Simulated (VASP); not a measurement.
# BaZnSbF (P4/nmm) in VASP: single point with r2SCAN

Aim: the single point of BaZnSbF with r2SCAN.

All numbers are computed with VASP 6.6.1; they aren't measurements. Logs are shortened: lines on timing, memory, paths and dates and some standing lists are left out, and cuts for length are marked.

### Step 1. The cell of the first run

It takes space group P4/nmm (No. 129, tetragonal). Conventional cell: a = 4.420 Å, b = 4.420 Å, c = 9.713 Å, α = 90.00°, β = 90.00°, γ = 90.00°. Within 3.6 Å of Ba (site symmetry 4mm) lie 4 F at 2.65 Å and 4 Sb at 3.60 Å. Within 3.6 Å of Zn (site symmetry -4m2) lie 4 Sb at 2.74 Å and 4 Zn at 3.13 Å. Sb (site symmetry 4mm) has 4 Zn at 2.74 Å and 4 Ba at 3.60 Å within 3.6 Å. F (site symmetry -4m2) has 4 Ba at 2.65 Å and 4 F at 3.13 Å within 3.5 Å.

### Step 2. Single point, r2SCAN

POSCAR reads:

```
BaZnSbF
1.0
    4.4198160700      0.0000000000      0.0000000000
    0.0000000000      4.4198160700      0.0000000000
    0.0000000000      0.0000000000      9.7129856300
Ba Zn Sb F
2 2 2 2
Direct
    0.0000000000      0.5000000000      0.3499012941
    0.5000000000      0.0000000000      0.6500987059
    0.5000000000      0.5000000000      0.0000000000
    0.0000000000      0.0000000000      0.0000000000
    0.5000000000      0.0000000000      0.1660308548
    0.0000000000      0.5000000000      0.8339691452
    0.5000000000      0.5000000000      0.5000000000
    0.0000000000      0.0000000000      0.5000000000
```

INCAR.step1 reads:

```
PREC     = Accurate       # precision mode
ENCUT    = 520            # plane-wave cutoff, eV
ISMEAR   = -1             # smearing method
SIGMA    = 0.1            # smearing width, eV
LREAL    = F              # projectors in reciprocal space
LASPH    = T              # aspherical terms in the spheres
NELM     = 80             # most SCF steps
NBANDS   = 44             # bands
GGA      = PE             # functional
ALGO     = Normal         # electronic algorithm
EDIFF    = 1E-4           # SCF threshold, eV
LWAVE    = T              # write WAVECAR
LCHARG   = F              # write CHGCAR
```

INCAR.step2 reads:

```
PREC     = Accurate       # precision mode
ENCUT    = 520            # plane-wave cutoff, eV
EDIFF    = 1E-6           # SCF threshold, eV
ISMEAR   = -1             # smearing method
SIGMA    = 0.1            # smearing width, eV
LREAL    = F              # projectors in reciprocal space
LASPH    = T              # aspherical terms in the spheres
NELM     = 80             # most SCF steps
ALGO     = Normal         # electronic algorithm
ISIF     = 2              # what is computed and relaxed
LWAVE    = F              # write WAVECAR
LCHARG   = T              # write CHGCAR
METAGGA  = R2SCAN         # meta-GGA
LMIXTAU  = T            
LELF     = T              # ELF
LVHAR    = T            
NBANDS   = 44             # bands
ISTART   = 1
```

KPOINTS reads:

```
regular mesh
0
Gamma
  8 8 4
```

Potentials or basis: VASP PAW PBE potentials, release 64 (Ba_sv, Zn, Sb, F).

The run is started by

```bash
$ cat potpaw_PBE.64/Ba_sv/POTCAR potpaw_PBE.64/Zn/POTCAR potpaw_PBE.64/Sb/POTCAR potpaw_PBE.64/F/POTCAR > POTCAR
$ cp INCAR.step1 INCAR
$ mpirun -np 1 vasp_std > vasp.out
$ cp INCAR.step2 INCAR
$ mpirun -np 1 vasp_std > vasp.out
```

OUTCAR:

```text
PREC = Accurate
   ENCUT = 520
   EDIFF = 1E-6
   ISMEAR = -1
   LREAL = F
   LASPH = T
   NELM = 80
   ISIF = 2
   METAGGA = R2SCAN
   ISTART = 1

 ion  position               nearest neighbor table
   1  0.000  0.500  0.350-   7 2.65   8 2.65   8 2.65   7 2.65   5 3.60   5 3.60   5 3.60   5 3.60
                             2 4.27   2 4.27   2 4.27   2 4.27
   2  0.500  0.000  0.650-   7 2.65   8 2.65   7 2.65   8 2.65   6 3.60   6 3.60   6 3.60   6 3.60
                             1 4.27   1 4.27   1 4.27   1 4.27
   3  0.500  0.500  0.000-   5 2.74   6 2.74   5 2.74   6 2.74
   4  0.000  0.000  0.000-   5 2.74   6 2.74   6 2.74   5 2.74
   5  0.500  0.000  0.166-   3 2.74   4 2.74   3 2.74   4 2.74   1 3.60   1 3.60   1 3.60   1 3.60

   6  0.000  0.500  0.834-   3 2.74   4 2.74   4 2.74   3 2.74   2 3.60   2 3.60   2 3.60   2 3.60

   7  0.500  0.500  0.500-   1 2.65   2 2.65   2 2.65   1 2.65
   8  0.000  0.000  0.500-   1 2.65   2 2.65   1 2.65   2 2.65

  LATTYP: Found a simple tetragonal cell.
 ALAT       =     4.4198160700
 C/A-ratio  =     2.1975995101

  Lattice vectors:

 A1 = (   4.4198160700,   0.0000000000,   0.0000000000)
 A2 = (   0.0000000000,   4.4198160700,   0.0000000000)
 A3 = (   0.0000000000,   0.0000000000,   9.7129856300)

Analysis of symmetry for initial positions (statically):
=====================================================================
 Subroutine PRICEL returns:
 Original cell was already a primitive cell.

 Routine SETGRP: Setting up the symmetry group for a
 simple tetragonal supercell.

 Subroutine GETGRP returns: Found 16 space group operations
 (whereof  8 operations were pure point group operations)
 out of a pool of 16 trial point group operations.

The static configuration has the point symmetry D_2d.
 The point group associated with its full space group is D_4h.

Analysis of symmetry for dynamics (positions and initial velocities):
=====================================================================
 Subroutine PRICEL returns:
 Original cell was already a primitive cell.

 Routine SETGRP: Setting up the symmetry group for a
 simple tetragonal supercell.

 Subroutine GETGRP returns: Found 16 space group operations
 (whereof  8 operations were pure point group operations)
 out of a pool of 16 trial point group operations.

The dynamic configuration has the point symmetry D_2d.
[... 115 lines left out ...]
   NSW    =      0    number of steps for IOM
   IBRION =     -1    ionic relax: 0-MD 1-quasi-New 2-CG
   NFREE  =      0    steps in history (QN), initial steepest desc. (CG)
   ISIF   =      2    stress and relaxation
   ISYM   =      2    0-nonsym 1-usesym 2-fastsym
   POTIM  = 0.5000    time-step for ionic-motion
   TEBEG  =    0.0;   TEEND  =   0.0 temperature during run
   PSTRESS=    0.0 pullay stress
   NELECT =      68.0000    total number of electrons
   NUPDOWN=      -1.0000    fix difference up-down
   EMIN   =  10.00;   EMAX   =-10.00  energy-range for DOS
   EFERMI =   0.00;   METHOD = LEGACY
   ISMEAR =    -1;   SIGMA  =   0.10  broadening in eV -4-tet -1-fermi 0-gaus
   EFERMI_NEDOS =   21; number of points for ismear=-14 and -15
   IALGO  =     38    algorithm
   IMIX   =      4    mixing-type and parameters
     AMIX     =   0.40;   BMIX     =  1.00
     AMIX_MAG =   1.60;   BMIX_MAG =  1.00
  volume/ion in A,a.u.               =      23.72       160.05
  Fermi-wavevector in a.u.,A,eV,Ry     =   1.162851  2.197470 18.398105  1.352223
  Thomas-Fermi vector in A             =   2.299407
   LORBIT       =      0    0 simple, 1 ext, 2 COOP (PROOUT), +10 PAW based schemes
   METAGGA = R2SCAN    functional components
   LHFCALC =     F    Hartree Fock is set to
   AEXX    =    0.0000 exact exchange contribution
   IVDW    =     0    specifies the selected vdW correction
   LEPSILON=     F    determine dielectric tensor
   LRPA    =     F    only Hartree local field effects (RPA)
 non-spin polarized calculation
  energy-cutoff  :      520.00
  volume of cell :      189.74
 maximum number of plane-waves:      5129
 NGX is ok and might be reduce to    36
   NGX = 17   NGY = 17   NGZ = 37

 number of electron      67.9999976 magnetization

 Free energy of the ion-electron system (eV)
  ---------------------------------------------------
  ext. energy  EPLUGINS =         0.00000000
  ---------------------------------------------------
  free energy    TOTEN  =      -144.09808375 eV

  energy without entropy =     -144.08471554  energy(sigma->0) =     -144.09139965

 E-fermi :   4.1728     XC(G=0): -10.0756

 val. band max:        4.0514799874   @ k =   0.0000   0.0000   0.0000
 cond. band min:       4.4503508413   @ k =   0.1250   0.0000   0.0000
 fundamental gap:      0.3988708539
 Fermi energy:         4.1728125985

 k-point     1 :       0.0000    0.0000    0.0000
  band No.  band energies     occupation
      1     -24.9458      2.00000
      2     -24.7199      2.00000
      3     -21.5167      2.00000
      4     -21.4764      2.00000
      5      -9.6851      2.00000
      6      -9.6851      2.00000
[... 1117 lines left out ...]
     43       9.2094      0.00000
     44       9.2094      0.00000

 [... further k-points ...]

------------------------ aborting loop because EDIFF is reached ----------------------------------------

  FORCE on cell =-STRESS in cart. coord.  units (eV):
  Direction    XX          YY          ZZ          XY          YZ          ZX
  --------------------------------------------------------------------------------------
  -------------------------------------------------------------------------------------
  Total        2.0488551      2.0488551      1.7973994      0.0000000      0.0000000     -0.0000000
  in kB       17.3005806     17.3005806     15.1772828      0.0000000      0.0000000     -0.0000000
  external PRESSURE =      16.5928147 kB  Pullay stress =       0.0000000 kB

 VOLUME and BASIS-vectors are now :
 -----------------------------------------------------------------------------
  energy-cutoff  :      520.00
  volume of cell :      189.74
      direct lattice vectors                 reciprocal lattice vectors
     4.419816070  0.000000000  0.000000000     0.226253759  0.000000000  0.000000000
     0.000000000  4.419816070  0.000000000     0.000000000  0.226253759  0.000000000
     0.000000000  0.000000000  9.712985630     0.000000000  0.000000000  0.102954955

 POSITION                                       TOTAL-FORCE (eV/Angst)
 -----------------------------------------------------------------------------------
      0.00000      2.20991      3.39859        -0.000000     -0.000000     -0.103529
      2.20991      0.00000      6.31440         0.000000      0.000000      0.103529
      2.20991      2.20991      0.00000        -0.000000      0.000000     -0.000000
      0.00000      0.00000      0.00000        -0.000000     -0.000000     -0.000000
      2.20991      0.00000      1.61266        -0.000000     -0.000000     -0.002483
      0.00000      2.20991      8.10033        -0.000000      0.000000      0.002483
      2.20991      2.20991      4.85649        -0.000000      0.000000     -0.000000
      0.00000      0.00000      4.85649        -0.000000     -0.000000     -0.000000
 -----------------------------------------------------------------------------------
    total drift:                                0.000000      0.000000      0.000000

  FREE ENERGIE OF THE ION-ELECTRON SYSTEM (eV)
  ---------------------------------------------------
  free  energy   TOTEN  =      -144.0980837524 eV

  energy  without entropy=     -144.0847155414  energy(sigma->0) =     -144.09139965
```

Wall time 36 min (1 thread of Intel Xeon 8259CL, shared host); peak memory 0.58 GiB.

Results:

```yaml
Free_energy: -144.0981 eV
Pressure: 1.7 GPa
Largest_force: 0.104 eV/Å
Band_gap_on_the_k_mesh: zero (bands 34 and 35 overlap by 0.01 eV)
```

Forces on the atoms (eV/Å):
```
Ba   0.000  0.000 -0.104
Ba   0.000  0.000  0.104
Zn   0.000  0.000  0.000
Zn   0.000  0.000  0.000
Sb   0.000  0.000 -0.002
Sb   0.000  0.000  0.002
F    0.000  0.000  0.000
F    0.000  0.000  0.000
```

Stress tensor (GPa, compression positive):
```
1.73 0.00 0.00
0.00 1.73 0.00
0.00 0.00 1.52
```

Caveat: semilocal functionals underestimate gaps, and a narrow one can read as zero; the PAW data sets were made with another functional, which shifts forces and pressure a little; spin-orbit coupling is left out, which moves the levels of the heavy elements.

The gap in the log of VASP goes by the Fermi energy; the results here count the filled bands.